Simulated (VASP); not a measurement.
Be3Pd2S:

```
CELL_PARAMETERS angstrom
4.94096 0.00000 0.00000
-2.47048 4.27900 0.00000
0.00000 0.00000 3.70509
ATOMIC_POSITIONS crystal
Be 0.50000 0.00000 0.50000
Be 0.50000 0.50000 0.50000
Be 0.00000 0.50000 0.50000
Pd 0.33333 0.66667 0.00000
Pd 0.66667 0.33333 0.00000
S 0.00000 0.00000 0.00000
```

* Program: VASP 6.6.1
* Task: relaxation of cell and atoms
* Functional: PBE
* Potentials or basis: VASP PAW PBE potentials, release 64 (Be, Pd, S)
* Cutoff: 600 eV
* k mesh: 9 × 9 × 10
* Occupations: gaussian, width 0.1 eV
* Spin: no spin polarisation

At the start: pressure -0.2 GPa; volume 13.06 Å³/atom.

Task: How do energy, volume and symmetry change on relaxing?

Result: Over 6 steps the energy falls by 3.4 meV/atom and the volume is 12.97 Å³/atom (-0.6 %); space group P6/mmm (No. 191, to 0.05 Å).

Step by step:
| step | energy change (eV) | largest force (eV/Å) | pressure (GPa) | volume (Å³) |
| --- | --- | --- | --- | --- |
| 1 | 0.0000 | 0.0000 | -0.19 | 78.33 |
| 2 | -0.0153 | 0.0000 | -0.25 | 78.16 |
| 3 | -0.0205 | 0.0000 | -0.22 | 77.97 |
| 4 | -0.0205 | 0.0000 | -0.22 | 77.98 |
| 5 | -0.0205 | 0.0000 | 0.17 | 77.74 |
| 6 | -0.0206 | 0.0000 | 0.00 | 77.84 |

Final structure:
```
CELL_PARAMETERS angstrom
4.88233 0.00000 0.00000
-2.44117 4.22822 0.00000
0.00000 0.00000 3.77043
ATOMIC_POSITIONS crystal
Be 0.50000 0.00000 0.50000
Be 0.50000 0.50000 0.50000
Be 0.00000 0.50000 0.50000
Pd 0.33333 0.66667 0.00000
Pd 0.66667 0.33333 0.00000
S 0.00000 0.00000 0.00000
```
